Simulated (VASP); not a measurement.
# In (P-1) in VASP: single point with PBE

Aim: the single point of In with PBE.

Everything below comes from runs of VASP 6.6.1. Logs are shortened: lines on timing, memory, paths and dates and some standing lists are left out, and cuts for length are marked.

## 1. The cell of the first run

The typed cell holds 2 atoms: a = 3.437 Å, b = 3.443 Å, c = 5.689 Å, α = 90.33°, β = 89.72°, γ = 119.38°.

## 2. Single point, PBE (atoms moved at random and the cell strained at random)

File INCAR:

```
SYSTEM = In
PREC = Accurate
ENCUT = 520
EDIFF = 1E-7
ISMEAR = 0
SIGMA = 0.1
LREAL = .FALSE.
LASPH = .TRUE.
NELM = 80
ALGO = Fast
ISIF = 2
LWAVE = .FALSE.
LCHARG = .FALSE.
GGA = PE
NBANDS = 20
```

File KPOINTS:

```
regular mesh
0
G
  12 12 8
  0 0 0
```

File POSCAR:

```
In
1.0
    3.4364832612      0.0166774239      0.0085054862
   -1.7037985578      2.9924118603     -0.0098855415
    0.0140483144     -0.0107428287      5.6887960706
In
2
Direct
    0.3469606347      0.6743139347      0.2666777303
    0.6530393653      0.3256860653      0.7333222697
```

Potentials or basis: VASP PAW PBE potentials, release 64 (In_d).

Launch:

```console
$ cat potpaw_PBE.64/In_d/POTCAR > POTCAR
$ mpirun -np 1 vasp_std > vasp.out
```

OUTCAR:

```text
SYSTEM = In
   PREC = Accurate
   ENCUT = 520
   EDIFF = 1E-7
   ISMEAR = 0
   LREAL = .FALSE.
   LASPH = .TRUE.
   NELM = 80
   ISIF = 2
   GGA = PE

 ion  position               nearest neighbor table
   1  0.347  0.674  0.267-   2 3.29   2 3.30   2 3.37   2 3.59   2 3.62   2 3.68
   2  0.653  0.326  0.733-   1 3.29   1 3.30   1 3.37   1 3.59   1 3.62   1 3.68

  LATTYP: Found a triclinic cell.
 ALAT       =     3.4434802150
 B/A-ratio  =     1.0083672536
 C/A-ratio  =     1.6520564094
 COS(alpha) =     0.0008016745
 COS(beta)  =     0.0057336914
 COS(gamma) =     0.5061820052

  Lattice vectors:

 A1 = (  -1.7037985578,   2.9924118603,  -0.0098855415)
 A2 = (   1.7326847034,   3.0090892842,  -0.0013800553)
 A3 = (  -0.0140483144,   0.0107428287,  -5.6887960706)

Analysis of symmetry for initial positions (statically):
=====================================================================
 Subroutine PRICEL returns:
 Original cell was already a primitive cell.

 Routine SETGRP: Setting up the symmetry group for a
 triclinic supercell.

 Subroutine GETGRP returns: Found  2 space group operations
 (whereof  2 operations were pure point group operations)
 out of a pool of  2 trial point group operations.

The static configuration has the point symmetry S_2 .

Analysis of symmetry for dynamics (positions and initial velocities):
=====================================================================
 Subroutine PRICEL returns:
 Original cell was already a primitive cell.

 Routine SETGRP: Setting up the symmetry group for a
 triclinic supercell.

 Subroutine GETGRP returns: Found  2 space group operations
 (whereof  2 operations were pure point group operations)
 out of a pool of  2 trial point group operations.

The dynamic configuration has the point symmetry S_2 .

 Subroutine INISYM returns: Found  2 space group operations
 (whereof  2 operations are pure point group operations),
 and found     1 'primitive' translations

----------------------------------------------------------------------------------------

                                     Primitive cell

  volume of cell :      58.6611

  direct lattice vectors                    reciprocal lattice vectors
     3.436483261  0.016677424  0.008505486     0.290194305  0.165227469 -0.000404608
    -1.703798558  2.992411860 -0.009885541    -0.001618890  0.333258938  0.000633330
     0.014048314 -0.010742829  5.688796071    -0.000436691  0.000332075  0.175785824

  length of vectors
     3.436534255  3.443480215  5.688823560     0.333935645  0.333263472  0.175786680

  position of ions in fractional coordinates (direct lattice)
     0.346960635  0.674313935  0.266677730
     0.653039365  0.325686065  0.733322270

  ion indices of the primitive-cell ions
   primitive index   ion index
                 1           1
                 2           2

----------------------------------------------------------------------------------------

 KPOINTS: regular mesh

Automatic generation of k-mesh.
 Grid dimensions read from file:
 generate k-points for:   12   12    8

 Generating k-lattice:

  Cartesian coordinates                     Fractional coordinates (reciprocal lattice)
     0.024182859  0.013768956 -0.000033717     0.083333333  0.000000000 -0.000000000
    -0.000134907  0.027771578  0.000052778     0.000000000  0.083333333  0.000000000
    -0.000054586  0.000041509  0.021973228     0.000000000  0.000000000  0.125000000

  Length of vectors
     0.027827970  0.027771956  0.021973335

  Shift w.r.t. Gamma in fractional coordinates (k-lattice)
     0.000000000  0.000000000  0.000000000

 Subroutine IBZKPT returns following result:
 ===========================================

 Found    580 irreducible k-points:

 Following reciprocal coordinates:
            Coordinates               Weight
  0.000000  0.000000  0.000000      1.000000
  0.083333  0.000000 -0.000000      2.000000
  0.166667  0.000000 -0.000000      2.000000
  0.250000  0.000000 -0.000000      2.000000
  0.333333 -0.000000 -0.000000      2.000000
  0.416667  0.000000 -0.000000      2.000000
[... 16 lines left out ...]
  0.250000  0.166667  0.000000      2.000000
  0.333333  0.166667 -0.000000      2.000000
 [... further k-points ...]
   k-points           NKPTS =    580   k-points in BZ     NKDIM =    580   number of bands    NBANDS=     20
   number of dos      NEDOS =    301   number of ions     NIONS =      2
   total plane-waves  NPLWV =  32928
   dimension x,y,z NGX =    28 NGY =   28 NGZ =   42
   dimension x,y,z NGXF=    56 NGYF=   56 NGZF=   84
   ions per type =               2
   NGX,Y,Z   is equivalent  to a cutoff of  13.55, 13.52, 12.27 a.u.
   NGXF,Y,Z  is equivalent  to a cutoff of  27.09, 27.04, 24.55 a.u.
 SYSTEM =  In
   PREC   = accura    normal or accurate (medium, high low for compatibility)
   ISTART =      0    job   : 0-new  1-cont  2-samecut
   ICHARG =      2    charge: 1-file 2-atom 10-const
   ISPIN  =      1    spin polarized calculation?
   LNONCOLLINEAR =      F non collinear calculations
   LSORBIT =      F    spin-orbit coupling
   LASPH  =      T    aspherical Exc in radial PAW
   ENCUT  =  520.0 eV  38.22 Ry    6.18 a.u.   6.39  6.40 10.58*2*pi/ulx,y,z
   NELM   =     80;   NELMIN=  2; NELMDL= -5     # of ELM steps
   EDIFF  = 0.1E-06   stopping-criterion for ELM
   LREAL  =      F    real-space projection
   EDIFFG = 0.1E-05   stopping-criterion for IOM
   NSW    =      0    number of steps for IOM
   IBRION =     -1    ionic relax: 0-MD 1-quasi-New 2-CG
   NFREE  =      0    steps in history (QN), initial steepest desc. (CG)
   ISIF   =      2    stress and relaxation
   ISYM   =      2    0-nonsym 1-usesym 2-fastsym
   POTIM  = 0.5000    time-step for ionic-motion
   TEBEG  =    0.0;   TEEND  =   0.0 temperature during run
   PSTRESS=    0.0 pullay stress
   NELECT =      26.0000    total number of electrons
   NUPDOWN=      -1.0000    fix difference up-down
   EMIN   =  10.00;   EMAX   =-10.00  energy-range for DOS
   EFERMI =   0.00;   METHOD = LEGACY
   ISMEAR =     0;   SIGMA  =   0.10  broadening in eV -4-tet -1-fermi 0-gaus
   EFERMI_NEDOS =   21; number of points for ismear=-14 and -15
   IALGO  =     68    algorithm
   IMIX   =      4    mixing-type and parameters
     AMIX     =   0.40;   BMIX     =  1.00
     AMIX_MAG =   1.60;   BMIX_MAG =  1.00
  volume/ion in A,a.u.               =      29.33       197.93
  Fermi-wavevector in a.u.,A,eV,Ry     =   1.248195  2.358747 21.197764  1.557992
  Thomas-Fermi vector in A             =   2.382293
   LORBIT       =      0    0 simple, 1 ext, 2 COOP (PROOUT), +10 PAW based schemes
   GGA     = PE    functional components
   LHFCALC =     F    Hartree Fock is set to
   AEXX    =    0.0000 exact exchange contribution
   IVDW    =     0    specifies the selected vdW correction
   LEPSILON=     F    determine dielectric tensor
   LRPA    =     F    only Hartree local field effects (RPA)
 non-spin polarized calculation
 RMM-DIIS sequential band-by-band and
 Gauss-broadening in eV      SIGMA  =   0.10
  energy-cutoff  :      520.00
  volume of cell :       58.66
 maximum number of plane-waves:      1603
 NGX is ok and might be reduce to    28
   NGX = 13   NGY = 13   NGZ = 21

 number of electron      26.0000000 magnetization

 Free energy of the ion-electron system (eV)
  ---------------------------------------------------
  ext. energy  EPLUGINS =         0.00000000
  ---------------------------------------------------
  free energy    TOTEN  =        -5.05825248 eV

  energy without entropy =       -5.05351386  energy(sigma->0) =       -5.05588317

 E-fermi :   6.2901     XC(G=0):  -9.7129

 val. band max:        6.2813813745   @ k =  -0.2500   0.4167   0.0000
 cond. band min:       6.2960201489   @ k =  -0.3333  -0.1667   0.3750
 fundamental gap:      0.0146387744
 Fermi energy:         6.2900989345

 k-point     1 :       0.0000    0.0000    0.0000
  band No.  band energies     occupation
      1      -8.2963      2.00000
      2      -8.2559      2.00000
      3      -8.2420      2.00000
      4      -8.2282      2.00000
      5      -8.2254      2.00000
      6      -8.2210      2.00000
[... 12 lines left out ...]
     19      16.8614      0.00000
     20      17.0198      0.00000

 k-point     2 :       0.0833    0.0000   -0.0000
  band No.  band energies     occupation
      1      -8.2951      2.00000
      2      -8.2585      2.00000
      3      -8.2274      2.00000
      4      -8.2243      2.00000
      5      -8.2172      2.00000
      6      -8.2132      2.00000
[... 12 lines left out ...]
     19      16.8358      0.00000
     20      17.6968      0.00000

 k-point     3 :       0.1667    0.0000   -0.0000
  band No.  band energies     occupation
      1      -8.3082      2.00000
      2      -8.2566      2.00000
      3      -8.2208      2.00000
      4      -8.2146      2.00000
      5      -8.1845      2.00000
      6      -8.1778      2.00000
[... 12 lines left out ...]
     19      15.9322      0.00000
     20      17.3330      0.00000

 k-point     4 :       0.2500    0.0000   -0.0000
  band No.  band energies     occupation
      1      -8.3371      2.00000
      2      -8.2632      2.00000
      3      -8.2247      2.00000
      4      -8.2101      2.00000
      5      -8.2030      2.00000
      6      -8.1318      2.00000
[... 12 lines left out ...]
     19      15.2487      0.00000
     20      16.9697      0.00000

 k-point     5 :       0.3333   -0.0000   -0.0000
  band No.  band energies     occupation
      1      -8.3668      2.00000
      2      -8.2847      2.00000
      3      -8.2436      2.00000
      4      -8.2374      2.00000
      5      -8.1834      2.00000
      6      -8.1109      2.00000
[... 12 lines left out ...]
     19      14.5985      0.00000
     20      16.5402      0.00000
[... 353 lines left out ...]
      6      -8.1694      2.00000
[... 12 lines left out ...]
     19      15.9033      0.00000
     20      16.5381      0.00000

 k-point    22 :       0.1667    0.1667   -0.0000
  band No.  band energies     occupation
      1      -8.2948      2.00000
      2      -8.2826      2.00000
      3      -8.2570      2.00000
      4      -8.2061      2.00000
      5      -8.1777      2.00000
      6      -8.1616      2.00000
[... 12 lines left out ...]
     19      14.9613      0.00000
     20      17.2734      0.00000

 k-point    23 :       0.2500    0.1667    0.0000
  band No.  band energies     occupation
      1      -8.3092      2.00000
      2      -8.2928      2.00000
      3      -8.2619      2.00000
      4      -8.2132      2.00000
      5      -8.1664      2.00000
      6      -8.1451      2.00000
[... 12 lines left out ...]
     19      14.0107      0.00000
     20      17.1410      0.00000

 k-point    24 :       0.3333    0.1667   -0.0000
  band No.  band energies     occupation
      1      -8.3260      2.00000
      2      -8.3194      2.00000
      3      -8.2430      2.00000
      4      -8.2202      2.00000
      5      -8.1692      2.00000
      6      -8.1271      2.00000
[... 12 lines left out ...]
     19      13.5709      0.00000
     20      16.8484      0.00000

 [... further k-points ...]

------------------------ aborting loop because EDIFF is reached ----------------------------------------

  FORCE on cell =-STRESS in cart. coord.  units (eV):
  Direction    XX          YY          ZZ          XY          YZ          ZX
  --------------------------------------------------------------------------------------
  -------------------------------------------------------------------------------------
  Total       -0.5085601     -0.4851474     -0.4900853     -0.0302628      0.0257149      0.0294328
  in kB      -13.8900164    -13.2505580    -13.3854239     -0.8265495      0.7023367      0.8038828
  external PRESSURE =     -13.5086661 kB  Pullay stress =       0.0000000 kB

 VOLUME and BASIS-vectors are now :
 -----------------------------------------------------------------------------
  energy-cutoff  :      520.00
  volume of cell :       58.66
      direct lattice vectors                 reciprocal lattice vectors
     3.436483261  0.016677424  0.008505486     0.290194305  0.165227469 -0.000404608
    -1.703798558  2.992411860 -0.009885541    -0.001618890  0.333258938  0.000633330
     0.014048314 -0.010742829  5.688796071    -0.000436691  0.000332075  0.175785824

 POSITION                                       TOTAL-FORCE (eV/Angst)
 -----------------------------------------------------------------------------------
      0.04718      2.02075      1.51336        -0.009127     -0.006740     -0.357847
      1.69956      0.97760      4.17406         0.009127      0.006740      0.357847
 -----------------------------------------------------------------------------------
    total drift:                                0.000000      0.000000      0.000000

  FREE ENERGIE OF THE ION-ELECTRON SYSTEM (eV)
  ---------------------------------------------------
  free  energy   TOTEN  =        -5.0582524824 eV

  energy  without entropy=       -5.0535138592  energy(sigma->0) =       -5.05588317
```

It took 11 min on 1 thread of Intel Xeon Platinum 8488C (Sapphire Rapids), shared host; peak memory 0.6 GiB.

Results:

- Free energy: -5.0583 eV
- Pressure: -1.4 GPa
- Largest force: 0.358 eV/Å
- Band gap on the k mesh: zero (band 13 reaches 9.29 eV, above the bottom of band 14 at 4.22 eV)

Forces in eV/Å, atoms in the order of the input:
```
In  -0.009 -0.007 -0.358
In   0.009  0.007  0.358
```

Caveat: the cell differs from its parent crystal (atoms moved at random and the cell strained at random); spin-orbit coupling is left out, which moves the levels of the heavy elements.
